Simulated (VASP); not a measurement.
# CdGaC4N4 (Cmmm) in VASP: further runs

CdGaC4N4 is run at these levels: PBE; tasks: single point, relaxation of cell and atoms.

All numbers are computed with VASP 6.6.1; they aren't measurements. Logs are shortened: lines on timing, memory, paths and dates and some standing lists are left out, and cuts for length are marked.

## (1) The cell of the first run

The structure is orthorhombic, space group Cmmm (No. 65). Conventional cell: a = 7.302 Å, b = 8.172 Å, c = 7.302 Å, α = 90.00°, β = 90.00°, γ = 90.00°. Within 2.8 Å of Cd (site symmetry mmm) lie 4 N at 2.10 Å. Ga (site symmetry mmm) has 4 C at 1.90 Å within 2.5 Å. C (site symmetry m) has 1 N at 1.17 Å within 1.6 Å. N (site symmetry m) has 1 C at 1.17 Å within 1.6 Å.

## (2) Single point, PBE

INCAR

```
PREC = Accurate
ENCUT = 520
EDIFF = 1E-6
ISMEAR = 0
SIGMA = 0.1
LREAL = F
LASPH = T
NELM = 60
ALGO = Normal
ISIF = 2
LWAVE = F
LCHARG = T
GGA = PE
LELF = T
LVHAR = T
NBANDS = 42
```

KPOINTS

```
regular mesh
0
Gamma
  4 4 4
```

POSCAR

```
CdGaC4N4
1.0
    3.6511458600     -4.0859031500      0.0000000000
    3.6511458600      4.0859031500      0.0000000000
    0.0000000000      0.0000000000      7.3022917300
Cd Ga C N
1 1 4 4
Direct
    0.5000000000      0.5000000000      0.5000000000
    0.0000000000      0.0000000000      0.0000000000
    0.8164036000      0.8164036000      0.8164036000
    0.1835964000      0.1835964000      0.1835964000
    0.8164036000      0.8164036000      0.1835964000
    0.1835964000      0.1835964000      0.8164036000
    0.7031083600      0.7031083600      0.7031083600
    0.2968916400      0.2968916400      0.2968916400
    0.7031083600      0.7031083600      0.2968916400
    0.2968916400      0.2968916400      0.7031083600
```

Potentials or basis: VASP PAW PBE potentials, release 64 (Cd, Ga_d, C, N).

Command:

```
> cat potpaw_PBE.64/Cd/POTCAR potpaw_PBE.64/Ga_d/POTCAR potpaw_PBE.64/C/POTCAR potpaw_PBE.64/N/POTCAR > POTCAR
> mpirun -np 1 vasp_std > vasp.out
```

OUTCAR:

```text
PREC = Accurate
   ENCUT = 520
   EDIFF = 1E-6
   ISMEAR = 0
   LREAL = F
   LASPH = T
   NELM = 60
   ISIF = 2
   GGA = PE

 ion  position               nearest neighbor table
   1  0.500  0.500  0.500-   7 2.10   8 2.10   9 2.10  10 2.10
   2  0.000  0.000  0.000-   3 1.90   4 1.90   5 1.90   6 1.90
   3  0.816  0.816  0.816-   7 1.17   2 1.90
   4  0.184  0.184  0.184-   8 1.17   2 1.90
   5  0.816  0.816  0.184-   9 1.17   2 1.90
   6  0.184  0.184  0.816-  10 1.17   2 1.90
   7  0.703  0.703  0.703-   3 1.17   1 2.10
   8  0.297  0.297  0.297-   4 1.17   1 2.10
   9  0.703  0.703  0.297-   5 1.17   1 2.10
  10  0.297  0.297  0.703-   6 1.17   1 2.10

  LATTYP: Found a base centered orthorhombic cell.
 ALAT       =     7.3022917200
 B/A-ratio  =     1.1190742048
 C/A-ratio  =     1.0000000014

  Lattice vectors:

 A1 = (   3.6511458600,  -4.0859031500,   0.0000000000)
 A2 = (   3.6511458600,   4.0859031500,   0.0000000000)
 A3 = (   0.0000000000,   0.0000000000,   7.3022917300)

Analysis of symmetry for initial positions (statically):
=====================================================================
 Subroutine PRICEL returns:
 Original cell was already a primitive cell.

 Routine SETGRP: Setting up the symmetry group for a
 base centered orthorhombic supercell.

 Subroutine GETGRP returns: Found  8 space group operations
 (whereof  8 operations were pure point group operations)
 out of a pool of  8 trial point group operations.

The static configuration has the point symmetry D_2h.

Analysis of symmetry for dynamics (positions and initial velocities):
=====================================================================
 Subroutine PRICEL returns:
 Original cell was already a primitive cell.

 Routine SETGRP: Setting up the symmetry group for a
 base centered orthorhombic supercell.

 Subroutine GETGRP returns: Found  8 space group operations
 (whereof  8 operations were pure point group operations)
 out of a pool of  8 trial point group operations.

The dynamic configuration has the point symmetry D_2h.

 Subroutine INISYM returns: Found  8 space group operations
 (whereof  8 operations are pure point group operations),
 and found     1 'primitive' translations

----------------------------------------------------------------------------------------

                                     Primitive cell

  volume of cell :     217.8745

  direct lattice vectors                    reciprocal lattice vectors
     3.651145860 -4.085903150  0.000000000     0.136943310 -0.122371966  0.000000000
     3.651145860  4.085903150  0.000000000     0.136943310  0.122371966  0.000000000
     0.000000000  0.000000000  7.302291730     0.000000000  0.000000000  0.136943310

  length of vectors
     5.479550223  5.479550223  7.302291730     0.183652847  0.183652847  0.136943310

  position of ions in fractional coordinates (direct lattice)
     0.500000000  0.500000000  0.500000000
     0.000000000  0.000000000  0.000000000
     0.816403600  0.816403600  0.816403600
     0.183596400  0.183596400  0.183596400
     0.816403600  0.816403600  0.183596400
     0.183596400  0.183596400  0.816403600
     0.703108360  0.703108360  0.703108360
     0.296891640  0.296891640  0.296891640
     0.703108360  0.703108360  0.296891640
     0.296891640  0.296891640  0.703108360

  ion indices of the primitive-cell ions
   primitive index   ion index
                 1           1
                 2           2
                 3           3
                 4           4
                 5           5
                 6           6
                 7           7
                 8           8
                 9           9
                10          10

----------------------------------------------------------------------------------------

 KPOINTS: regular mesh

Automatic generation of k-mesh.
 Grid dimensions read from file:
 generate k-points for:    4    4    4

 Generating k-lattice:

  Cartesian coordinates                     Fractional coordinates (reciprocal lattice)
     0.034235828 -0.030592991  0.000000000     0.250000000  0.000000000  0.000000000
     0.034235828  0.030592991  0.000000000     0.000000000  0.250000000  0.000000000
     0.000000000  0.000000000  0.034235827     0.000000000  0.000000000  0.250000000

  Length of vectors
     0.045913212  0.045913212  0.034235827

  Shift w.r.t. Gamma in fractional coordinates (k-lattice)
     0.000000000  0.000000000  0.000000000

 Subroutine IBZKPT returns following result:
 ===========================================

 Found     21 irreducible k-points:

 Following reciprocal coordinates:
            Coordinates               Weight
  0.000000  0.000000  0.000000      1.000000
  0.250000  0.000000  0.000000      4.000000
  0.500000  0.000000  0.000000      2.000000
  0.250000  0.250000  0.000000      2.000000
  0.500000  0.250000  0.000000      4.000000
 -0.250000  0.250000  0.000000      2.000000
[... 13 lines left out ...]
 -0.250000  0.250000  0.500000      2.000000
  0.500000  0.500000  0.500000      1.000000
   k-points           NKPTS =     21   k-points in BZ     NKDIM =     21   number of bands    NBANDS=     42
   number of dos      NEDOS =    301   number of ions     NIONS =     10
   total plane-waves  NPLWV =  95256
   dimension x,y,z NGX =    42 NGY =   42 NGZ =   54
   dimension x,y,z NGXF=    84 NGYF=   84 NGZF=  108
   ions per type =               1   1   4   4
   NGX,Y,Z   is equivalent  to a cutoff of  12.74, 12.74, 12.29 a.u.
   NGXF,Y,Z  is equivalent  to a cutoff of  25.49, 25.49, 24.59 a.u.
 SYSTEM =  unknown system
   PREC   = accura    normal or accurate (medium, high low for compatibility)
   ISTART =      0    job   : 0-new  1-cont  2-samecut
   ICHARG =      2    charge: 1-file 2-atom 10-const
   ISPIN  =      1    spin polarized calculation?
   LNONCOLLINEAR =      F non collinear calculations
   LSORBIT =      F    spin-orbit coupling
   LASPH  =      T    aspherical Exc in radial PAW
   ENCUT  =  520.0 eV  38.22 Ry    6.18 a.u.  10.19 10.19 13.58*2*pi/ulx,y,z
   NELM   =     60;   NELMIN=  2; NELMDL= -5     # of ELM steps
   EDIFF  = 0.1E-05   stopping-criterion for ELM
   LREAL  =      F    real-space projection
   EDIFFG = 0.1E-04   stopping-criterion for IOM
   NSW    =      0    number of steps for IOM
   IBRION =     -1    ionic relax: 0-MD 1-quasi-New 2-CG
   NFREE  =      0    steps in history (QN), initial steepest desc. (CG)
   ISIF   =      2    stress and relaxation
   ISYM   =      2    0-nonsym 1-usesym 2-fastsym
   POTIM  = 0.5000    time-step for ionic-motion
   TEBEG  =    0.0;   TEEND  =   0.0 temperature during run
   PSTRESS=    0.0 pullay stress
   NELECT =      61.0000    total number of electrons
   NUPDOWN=      -1.0000    fix difference up-down
   EMIN   =  10.00;   EMAX   =-10.00  energy-range for DOS
   EFERMI =   0.00;   METHOD = LEGACY
   ISMEAR =     0;   SIGMA  =   0.10  broadening in eV -4-tet -1-fermi 0-gaus
   EFERMI_NEDOS =   21; number of points for ismear=-14 and -15
   IALGO  =     38    algorithm
   IMIX   =      4    mixing-type and parameters
     AMIX     =   0.40;   BMIX     =  1.00
     AMIX_MAG =   1.60;   BMIX_MAG =  1.00
  volume/ion in A,a.u.               =      21.79       147.03
  Fermi-wavevector in a.u.,A,eV,Ry     =   1.070983  2.023865 15.605949  1.147005
  Thomas-Fermi vector in A             =   2.206710
   LORBIT       =      0    0 simple, 1 ext, 2 COOP (PROOUT), +10 PAW based schemes
   GGA     = PE    functional components
   LHFCALC =     F    Hartree Fock is set to
   AEXX    =    0.0000 exact exchange contribution
   IVDW    =     0    specifies the selected vdW correction
   LEPSILON=     F    determine dielectric tensor
   LRPA    =     F    only Hartree local field effects (RPA)
 non-spin polarized calculation
 Gauss-broadening in eV      SIGMA  =   0.10
  energy-cutoff  :      520.00
  volume of cell :      217.87
 maximum number of plane-waves:      5910
 NGX is ok and might be reduce to    42
   NGX = 21   NGY = 21   NGZ = 27

 number of electron      61.0000003 magnetization

 Free energy of the ion-electron system (eV)
  ---------------------------------------------------
  ext. energy  EPLUGINS =         0.00000000
  ---------------------------------------------------
  free energy    TOTEN  =       -66.98633421 eV

  energy without entropy =      -66.96574703  energy(sigma->0) =      -66.97604062

 E-fermi :   0.1976     XC(G=0):  -6.9891

 val. band max:        0.1700277606   @ k =   0.2500   0.0000   0.2500
 cond. band min:       0.2928030041   @ k =   0.0000   0.0000   0.5000
 fundamental gap:      0.1227752435
 Fermi energy:         0.1975618383

 k-point     1 :       0.0000    0.0000    0.0000
  band No.  band energies     occupation
      1     -18.8358      2.00000
      2     -18.6526      2.00000
      3     -18.6307      2.00000
      4     -18.5863      2.00000
      5     -15.4735      2.00000
      6     -15.4378      2.00000
[... 34 lines left out ...]
     41       5.4236      0.00000
     42       5.8338      0.00000

 k-point     2 :       0.2500    0.0000    0.0000
  band No.  band energies     occupation
      1     -18.8073      2.00000
      2     -18.6605      2.00000
      3     -18.6435      2.00000
      4     -18.5946      2.00000
      5     -15.4731      2.00000
      6     -15.4360      2.00000
[... 34 lines left out ...]
     41       5.4915      0.00000
     42       5.6098      0.00000

 k-point     3 :       0.5000    0.0000    0.0000
  band No.  band energies     occupation
      1     -18.7514      2.00000
      2     -18.7181      2.00000
      3     -18.6286      2.00000
      4     -18.6091      2.00000
      5     -15.4728      2.00000
      6     -15.4343      2.00000
[... 762 lines left out ...]
      4     -18.6095      2.00000
      5     -15.4728      2.00000
      6     -15.4343      2.00000
[... 34 lines left out ...]
     41       5.0075      0.00000
     42       5.0727      0.00000

 k-point    21 :       0.5000    0.5000    0.5000
  band No.  band energies     occupation
      1     -18.7395      2.00000
      2     -18.7055      2.00000
      3     -18.6384      2.00000
      4     -18.6196      2.00000
      5     -15.4728      2.00000
      6     -15.4343      2.00000
[... 34 lines left out ...]
     41       4.9239      0.00000
     42       6.1042      0.00000

------------------------ aborting loop because EDIFF is reached ----------------------------------------

  FORCE on cell =-STRESS in cart. coord.  units (eV):
  Direction    XX          YY          ZZ          XY          YZ          ZX
  --------------------------------------------------------------------------------------
  -------------------------------------------------------------------------------------
  Total       17.5716616     -0.0528429     17.5686389      0.0000000      0.0000000      0.0000000
  in kB      129.2162064     -0.3885890    129.1939785      0.0000000      0.0000000      0.0000000
  external PRESSURE =      86.0071986 kB  Pullay stress =       0.0000000 kB

 VOLUME and BASIS-vectors are now :
 -----------------------------------------------------------------------------
  energy-cutoff  :      520.00
  volume of cell :      217.87
      direct lattice vectors                 reciprocal lattice vectors
     3.651145860 -4.085903150  0.000000000     0.136943310 -0.122371966  0.000000000
     3.651145860  4.085903150  0.000000000     0.136943310  0.122371966  0.000000000
     0.000000000  0.000000000  7.302291730     0.000000000  0.000000000  0.136943310

 POSITION                                       TOTAL-FORCE (eV/Angst)
 -----------------------------------------------------------------------------------
      3.65115      0.00000      3.65115         0.000000      0.000000      0.000000
      0.00000      0.00000      0.00000         0.000000      0.000000      0.000000
      5.96162      0.00000      5.96162        -1.295903      0.000000     -1.290624
      1.34067      0.00000      1.34067         1.295903      0.000000      1.290624
      5.96162      0.00000      1.34067        -1.295903      0.000000      1.290624
      1.34067      0.00000      5.96162         1.295903      0.000000     -1.290624
      5.13430      0.00000      5.13430         0.814044      0.000000      0.796244
      2.16799      0.00000      2.16799        -0.814044      0.000000     -0.796244
      5.13430      0.00000      2.16799         0.814044      0.000000     -0.796244
      2.16799      0.00000      5.13430        -0.814044      0.000000      0.796244
 -----------------------------------------------------------------------------------
    total drift:                                0.000000      0.000000     -0.000000

  FREE ENERGIE OF THE ION-ELECTRON SYSTEM (eV)
  ---------------------------------------------------
  free  energy   TOTEN  =       -66.9863342064 eV

  energy  without entropy=      -66.9657470302  energy(sigma->0) =      -66.97604062
```

Run time: 2.5 min. Hardware: 1 thread of Intel Xeon Platinum 8488C (Sapphire Rapids), shared host; peak memory 0.41 GiB.

What came out:

| Item | Value |
| --- | --- |
| Free energy | -66.9863 eV |
| Pressure | 8.6 GPa |
| Largest force | 1.829 eV/Å |
| Band gap on the k mesh | zero (an odd number of electrons rules out a gap without spin polarisation) |

Forces in eV/Å, atoms in the order of the input:
```
Cd   0.000  0.000  0.000
Ga   0.000  0.000  0.000
C   -1.296  0.000 -1.291
C    1.296  0.000  1.291
C   -1.296  0.000  1.291
C    1.296  0.000 -1.291
N    0.814  0.000  0.796
N   -0.814  0.000 -0.796
N    0.814  0.000 -0.796
N   -0.814  0.000  0.796
```

Caveat: the stress differs along the axes, from -0 to 13 GPa; an odd number of electrons without spin polarisation forces a metal; a magnetic or distorted state may lie lower.

(Continued in part 2 of 2.)

The gap in the log of VASP goes by the Fermi energy; the results here count the filled bands.